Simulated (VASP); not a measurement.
# Os (Im-3m) in VASP: further runs

Runs on Os. Level: PBEsol. Tasks: single point, relaxation of cell and atoms.

Program: VASP 6.6.1. These are calculated values, not measurements. Logs are shortened: lines on timing, memory, paths and dates and some standing lists are left out, and cuts for length are marked.

## (1) The cell of the first run

The structure is cubic, space group Im-3m (No. 229). The conventional cell has a = 3.062 Å, b = 3.062 Å, c = 3.062 Å, α = 90.00°, β = 90.00°, γ = 90.00°. Within 3.5 Å of Os (site symmetry m-3m) lie 14 Os at 2.65 to 3.06 Å.

## (2) Single point, PBEsol

The input, INCAR:

```
SYSTEM = Os
  ALGO = Normal
  EDIFF = 1E-6
  ENCUT = 520
  GGA = PS
  ISIF = 2
  ISMEAR = -1
  LASPH = .True.
  LCHARG = .False.
  LREAL = .False.
  LWAVE = .False.
  NBANDS = 10
  NELM = 100
  PREC = Accurate
  SIGMA = 0.05
```

The input, KPOINTS:

```
k-points
0
Gamma
  19 19 19
  0 0 0
```

The input, POSCAR:

```
Os
1.0
   -1.5310123537      1.5310123537      1.5310123537
    1.5310123537     -1.5310123537      1.5310123537
    1.5310123537      1.5310123537     -1.5310123537
Os
1
Direct
    0.0000000000      0.0000000000      0.0000000000
```

Potentials or basis: VASP PAW PBE potentials, release 64 (Os).

Launch:

```sh
> cat potpaw_PBE.64/Os/POTCAR > POTCAR
> mpirun -np 1 vasp_std > vasp.out
```

OUTCAR:

```text
SYSTEM = Os
   EDIFF = 1E-6
   ENCUT = 520
   GGA = PS
   ISIF = 2
   ISMEAR = -1
   LASPH = .True.
   LREAL = .False.
   NELM = 100
   PREC = Accurate

 ion  position               nearest neighbor table
   1  0.000  0.000  0.000-

  LATTYP: Found a body centered cubic cell.
 ALAT       =     3.0620247074

  Lattice vectors:

 A1 = (  -1.5310123537,   1.5310123537,   1.5310123537)
 A2 = (   1.5310123537,  -1.5310123537,   1.5310123537)
 A3 = (   1.5310123537,   1.5310123537,  -1.5310123537)

Analysis of symmetry for initial positions (statically):
=====================================================================
 Subroutine PRICEL returns:
 Original cell was already a primitive cell.

 Routine SETGRP: Setting up the symmetry group for a
 body centered cubic supercell.

 Subroutine GETGRP returns: Found 48 space group operations
 (whereof 48 operations were pure point group operations)
 out of a pool of 48 trial point group operations.

The static configuration has the point symmetry O_h .

Analysis of symmetry for dynamics (positions and initial velocities):
=====================================================================
 Subroutine PRICEL returns:
 Original cell was already a primitive cell.

 Routine SETGRP: Setting up the symmetry group for a
 body centered cubic supercell.

 Subroutine GETGRP returns: Found 48 space group operations
 (whereof 48 operations were pure point group operations)
 out of a pool of 48 trial point group operations.

The dynamic configuration has the point symmetry O_h .

 Subroutine INISYM returns: Found 48 space group operations
 (whereof 48 operations are pure point group operations),
 and found     1 'primitive' translations

----------------------------------------------------------------------------------------

                                     Primitive cell

  volume of cell :      14.3548

  direct lattice vectors                    reciprocal lattice vectors
    -1.531012354  1.531012354  1.531012354     0.000000000  0.326581297  0.326581297
     1.531012354 -1.531012354  1.531012354     0.326581297  0.000000000  0.326581297
     1.531012354  1.531012354 -1.531012354     0.326581297  0.326581297  0.000000000

  length of vectors
     2.651791184  2.651791184  2.651791184     0.461855699  0.461855699  0.461855699

  position of ions in fractional coordinates (direct lattice)
     0.000000000  0.000000000  0.000000000

  ion indices of the primitive-cell ions
   primitive index   ion index
                 1           1

----------------------------------------------------------------------------------------

 KPOINTS: k-points

Automatic generation of k-mesh.
 Grid dimensions read from file:
 generate k-points for:   19   19   19

 Generating k-lattice:

  Cartesian coordinates                     Fractional coordinates (reciprocal lattice)
     0.000000000  0.017188489  0.017188489     0.052631579  0.000000000  0.000000000
     0.017188489  0.000000000  0.017188489     0.000000000  0.052631579  0.000000000
     0.017188489  0.017188489  0.000000000     0.000000000  0.000000000  0.052631579

  Length of vectors
     0.024308195  0.024308195  0.024308195

  Shift w.r.t. Gamma in fractional coordinates (k-lattice)
     0.000000000  0.000000000  0.000000000

 Subroutine IBZKPT returns following result:
 ===========================================

 Found    220 irreducible k-points:

 Following reciprocal coordinates:
            Coordinates               Weight
  0.000000  0.000000  0.000000      1.000000
  0.052632  0.000000  0.000000     12.000000
  0.105263  0.000000  0.000000     12.000000
  0.157895  0.000000  0.000000     12.000000
  0.210526  0.000000  0.000000     12.000000
  0.263158  0.000000  0.000000     12.000000
[... 16 lines left out ...]
  0.263158  0.105263  0.000000     48.000000
  0.315789  0.105263  0.000000     48.000000
 [... further k-points ...]
   k-points           NKPTS =    220   k-points in BZ     NKDIM =    220   number of bands    NBANDS=     10
   number of dos      NEDOS =    301   number of ions     NIONS =      1
   total plane-waves  NPLWV =   8000
   dimension x,y,z NGX =    20 NGY =   20 NGZ =   20
   dimension x,y,z NGXF=    40 NGYF=   40 NGZF=   40
   ions per type =               1
   NGX,Y,Z   is equivalent  to a cutoff of  12.54, 12.54, 12.54 a.u.
   NGXF,Y,Z  is equivalent  to a cutoff of  25.08, 25.08, 25.08 a.u.
 SYSTEM =  Os
   PREC   = accura    normal or accurate (medium, high low for compatibility)
   ISTART =      0    job   : 0-new  1-cont  2-samecut
   ICHARG =      2    charge: 1-file 2-atom 10-const
   ISPIN  =      1    spin polarized calculation?
   LNONCOLLINEAR =      F non collinear calculations
   LSORBIT =      F    spin-orbit coupling
   LASPH  =      T    aspherical Exc in radial PAW
   ENCUT  =  520.0 eV  38.22 Ry    6.18 a.u.   4.93  4.93  4.93*2*pi/ulx,y,z
   NELM   =    100;   NELMIN=  2; NELMDL= -5     # of ELM steps
   EDIFF  = 0.1E-05   stopping-criterion for ELM
   LREAL  =      F    real-space projection
   EDIFFG = 0.1E-04   stopping-criterion for IOM
   NSW    =      0    number of steps for IOM
   IBRION =     -1    ionic relax: 0-MD 1-quasi-New 2-CG
   NFREE  =      0    steps in history (QN), initial steepest desc. (CG)
   ISIF   =      2    stress and relaxation
   ISYM   =      2    0-nonsym 1-usesym 2-fastsym
   POTIM  = 0.5000    time-step for ionic-motion
   TEBEG  =    0.0;   TEEND  =   0.0 temperature during run
   PSTRESS=    0.0 pullay stress
   NELECT =       8.0000    total number of electrons
   NUPDOWN=      -1.0000    fix difference up-down
   EMIN   =  10.00;   EMAX   =-10.00  energy-range for DOS
   EFERMI =   0.00;   METHOD = LEGACY
   ISMEAR =    -1;   SIGMA  =   0.05  broadening in eV -4-tet -1-fermi 0-gaus
   EFERMI_NEDOS =   21; number of points for ismear=-14 and -15
   IALGO  =     38    algorithm
   IMIX   =      4    mixing-type and parameters
     AMIX     =   0.40;   BMIX     =  1.00
     AMIX_MAG =   1.60;   BMIX_MAG =  1.00
  volume/ion in A,a.u.               =      14.35        96.87
  Fermi-wavevector in a.u.,A,eV,Ry     =   1.347223  2.545882 24.694705  1.815010
  Thomas-Fermi vector in A             =   2.474991
   LORBIT       =      0    0 simple, 1 ext, 2 COOP (PROOUT), +10 PAW based schemes
   GGA     = PS    functional components
   LHFCALC =     F    Hartree Fock is set to
   AEXX    =    0.0000 exact exchange contribution
   IVDW    =     0    specifies the selected vdW correction
   LEPSILON=     F    determine dielectric tensor
   LRPA    =     F    only Hartree local field effects (RPA)
 non-spin polarized calculation
  energy-cutoff  :      520.00
  volume of cell :       14.35
 maximum number of plane-waves:       402
   NGX =  9   NGY =  9   NGZ =  9

 number of electron       8.0000001 magnetization

 Free energy of the ion-electron system (eV)
  ---------------------------------------------------
  ext. energy  EPLUGINS =         0.00000000
  ---------------------------------------------------
  free energy    TOTEN  =       -11.31949562 eV

  energy without entropy =      -11.30722565  energy(sigma->0) =      -11.31336063

 E-fermi :   9.2299     XC(G=0): -13.9942

 val. band max:        9.2248068122   @ k =   0.2105   0.1579   0.1053
 cond. band min:       9.2443018125   @ k =  -0.0526   0.0526   0.0526
 fundamental gap:      0.0194950003
 Fermi energy:         9.2299020131

 k-point     1 :       0.0000    0.0000    0.0000
  band No.  band energies     occupation
      1      -1.8391      2.00000
      2       5.8089      2.00000
      3       5.8089      2.00000
      4       5.8089      2.00000
      5       9.1274      1.77198
      6       9.1274      1.77198
      7      25.4399      0.00000
      8      25.4399      0.00000
      9      25.4399      0.00000
     10      37.4480      0.00000

 k-point     2 :       0.0526    0.0000    0.0000
  band No.  band energies     occupation
      1      -1.7048      2.00000
      2       5.7393      2.00000
      3       5.8017      2.00000
      4       5.9341      2.00000
      5       9.0250      1.96733
      6       9.1315      1.75498
      7      25.5364      0.00000
      8      25.6605      0.00000
      9      25.6911      0.00000
     10      35.9519      0.00000

 k-point     3 :       0.1053    0.0000    0.0000
  band No.  band energies     occupation
      1      -1.3143      2.00000
      2       5.5433      2.00000
      3       5.7649      2.00000
      4       6.3053      2.00000
      5       8.7856      1.99972
      6       9.1469      1.68052
      7      25.7636      0.00000
      8      26.3074      0.00000
      9      26.3142      0.00000
     10      34.0307      0.00000

 k-point     4 :       0.1579    0.0000    0.0000
  band No.  band energies     occupation
      1      -0.7084      2.00000
      2       5.2548      2.00000
      3       5.6722      2.00000
      4       6.9094      2.00000
      5       8.5645      2.00000
      6       9.1818      1.44699
      7      25.8986      0.00000
      8      26.8573      0.00000
      9      27.3395      0.00000
     10      32.6586      0.00000
[... 222 lines left out ...]
 k-point    22 :       0.2105    0.1053   -0.0000
  band No.  band energies     occupation
      1       1.0885      2.00000
      2       4.6191      2.00000
      3       5.1618      2.00000
      4       8.3166      2.00000
      5       9.2877      0.47876
      6       9.5806      0.00180
      7      24.4565      0.00000
      8      25.5959      0.00000
      9      29.3019      0.00000
     10      30.2360      0.00000

 k-point    23 :       0.2632    0.1053    0.0000
  band No.  band energies     occupation
      1       1.5936      2.00000
      2       4.3184      2.00000
      3       5.4583      2.00000
      4       8.5219      2.00000
      5       9.6622      0.00035
      6      10.4823      0.00000
      7      22.7199      0.00000
      8      24.3818      0.00000
      9      28.7855      0.00000
     10      30.8746      0.00000

 k-point    24 :       0.3158    0.1053    0.0000
  band No.  band energies     occupation
      1       1.7777      2.00000
      2       4.0804      2.00000
      3       6.1447      2.00000
      4       8.7810      1.99975
      5       9.7856      0.00003
      6      11.6662      0.00000
      7      20.8530      0.00000
      8      23.3247      0.00000
      9      27.4920      0.00000
     10      32.4085      0.00000

 [... further k-points ...]

------------------------ aborting loop because EDIFF is reached ----------------------------------------

  FORCE on cell =-STRESS in cart. coord.  units (eV):
  Direction    XX          YY          ZZ          XY          YZ          ZX
  --------------------------------------------------------------------------------------
  -------------------------------------------------------------------------------------
  Total        0.0571967      0.0571967      0.0571967     -0.0000000      0.0000000     -0.0000000
  in kB        6.3838860      6.3838860      6.3838860     -0.0000000      0.0000000     -0.0000000
  external PRESSURE =       6.3838860 kB  Pullay stress =       0.0000000 kB

 VOLUME and BASIS-vectors are now :
 -----------------------------------------------------------------------------
  energy-cutoff  :      520.00
  volume of cell :       14.35
      direct lattice vectors                 reciprocal lattice vectors
    -1.531012354  1.531012354  1.531012354     0.000000000  0.326581297  0.326581297
     1.531012354 -1.531012354  1.531012354     0.326581297  0.000000000  0.326581297
     1.531012354  1.531012354 -1.531012354     0.326581297  0.326581297  0.000000000

 POSITION                                       TOTAL-FORCE (eV/Angst)
 -----------------------------------------------------------------------------------
      0.00000      0.00000      0.00000         0.000000      0.000000      0.000000
 -----------------------------------------------------------------------------------
    total drift:                                0.000000      0.000000      0.000000

  FREE ENERGIE OF THE ION-ELECTRON SYSTEM (eV)
  ---------------------------------------------------
  free  energy   TOTEN  =       -11.3194956213 eV

  energy  without entropy=      -11.3072256470  energy(sigma->0) =      -11.31336063
```

Run time: 11 s. Hardware: 1 thread of Intel Xeon 6975P-C, shared host; peak memory 0.15 GiB.

Results:

```yaml
Free_energy: -11.3195 eV
Pressure: 0.6 GPa
Band_gap_on_the_k_mesh: zero (band 4 reaches 11.48 eV, above the bottom of band 5 at 6.86 eV)
```

Levels at points of the mesh, in eV from the Fermi level:
| k point | band 2 | band 3 | band 4 | band 5 | band 6 | band 7 |
| --- | --- | --- | --- | --- | --- | --- |
| (0.00, 0.00, 0.00) | -3.42 | -3.42 | -3.42 | -0.10 | -0.10 | 16.21 |

Caveat: the PAW data sets were made with another functional, which shifts forces and pressure a little; spin-orbit coupling is left out, which moves the levels of the heavy elements.

## (3) Single point, PBEsol

The input, INCAR:

```
PREC = Accurate ; ENCUT = 520
EDIFF = 1E-6 ; ISMEAR = -1
SIGMA = 0.05 ; LREAL = F
LASPH = T ; NELM = 100
ALGO = Normal ; ISIF = 2
LWAVE = F ; LCHARG = F
GGA = PS ; NBANDS = 10
```

The input, KPOINTS:

```
regular mesh
0
Gamma
  19 19 19
```

POSCAR is that of step 2.

Potentials or basis: VASP PAW PBE potentials, release 64 (Os).

Launch:

```sh
> cat potpaw_PBE.64/Os/POTCAR > POTCAR
> mpirun -np 1 vasp_std > vasp.out
```

OUTCAR:

```text
PREC = Accurate
   ENCUT = 520
   EDIFF = 1E-6
   ISMEAR = -1
   LREAL = F
   LASPH = T
   NELM = 100
   ISIF = 2
   GGA = PS

 ion  position               nearest neighbor table
   1  0.000  0.000  0.000-

  LATTYP: Found a body centered cubic cell.
 ALAT       =     3.0620247074

  Lattice vectors:

 A1 = (  -1.5310123537,   1.5310123537,   1.5310123537)
 A2 = (   1.5310123537,  -1.5310123537,   1.5310123537)
 A3 = (   1.5310123537,   1.5310123537,  -1.5310123537)

[... 479 lines left out ...]
      1       1.7777      2.00000
      2       4.0804      2.00000
      3       6.1447      2.00000
      4       8.7810      1.99975
      5       9.7856      0.00003
      6      11.6662      0.00000
      7      20.8530      0.00000
      8      23.3247      0.00000
      9      27.4920      0.00000
     10      32.4085      0.00000

 [... further k-points ...]
[... 5 lines left out ...]
  --------------------------------------------------------------------------------------
  -------------------------------------------------------------------------------------
  Total        0.0571967      0.0571967      0.0571967     -0.0000000      0.0000000     -0.0000000
  in kB        6.3838860      6.3838860      6.3838860     -0.0000000      0.0000000     -0.0000000
  external PRESSURE =       6.3838860 kB  Pullay stress =       0.0000000 kB

 VOLUME and BASIS-vectors are now :
 -----------------------------------------------------------------------------
  energy-cutoff  :      520.00
  volume of cell :       14.35
      direct lattice vectors                 reciprocal lattice vectors
    -1.531012354  1.531012354  1.531012354     0.000000000  0.326581297  0.326581297
     1.531012354 -1.531012354  1.531012354     0.326581297  0.000000000  0.326581297
     1.531012354  1.531012354 -1.531012354     0.326581297  0.326581297  0.000000000

 POSITION                                       TOTAL-FORCE (eV/Angst)
 -----------------------------------------------------------------------------------
      0.00000      0.00000      0.00000         0.000000      0.000000      0.000000
 -----------------------------------------------------------------------------------
    total drift:                                0.000000      0.000000      0.000000

  FREE ENERGIE OF THE ION-ELECTRON SYSTEM (eV)
  ---------------------------------------------------
  free  energy   TOTEN  =       -11.3194956213 eV

  energy  without entropy=      -11.3072256470  energy(sigma->0) =      -11.31336063
```

stdout:

```text
POSCAR found type information on POSCAR Os
 POSCAR found :  1 types and       1 ions
 scaLAPACK will be used
 -----------------------------------------------------------------------------
|                                                                             |
|                                                                             |
|     You enforced a specific xc type in the INCAR file but a different       |
|     I HOPE YOU KNOW WHAT YOU ARE DOING!                                     |
|                                                                             |
 -----------------------------------------------------------------------------

 LDA part: xc-table for (Slater+PW92), standard interpolation
 POSCAR, INCAR and KPOINTS ok, starting setup
 FFT: planning ... GRIDC
 FFT: planning ... GRID_SOFT
 FFT: planning ... GRID
 WAVECAR not read
 entering main loop
```

It took 13 s on 1 thread of Intel Xeon 6975P-C, shared host; peak memory 0.15 GiB.

What came out:

```
Free energy            : -11.3195 eV
Pressure               : 0.6 GPa
Band gap on the k mesh : zero (band 4 reaches 11.48 eV, above the bottom of band 5 at 6.86 eV)
```

Levels at points of the mesh, in eV from the Fermi level:
```
           k point  band 2  band 3  band 4  band 5  band 6  band 7
(0.00, 0.00, 0.00)   -3.42   -3.42   -3.42   -0.10   -0.10   16.21
```

Caveat: the PAW data sets were made with another functional, which shifts forces and pressure a little; spin-orbit coupling is left out, which moves the levels of the heavy elements.

(Continued in part 2 of 2.)
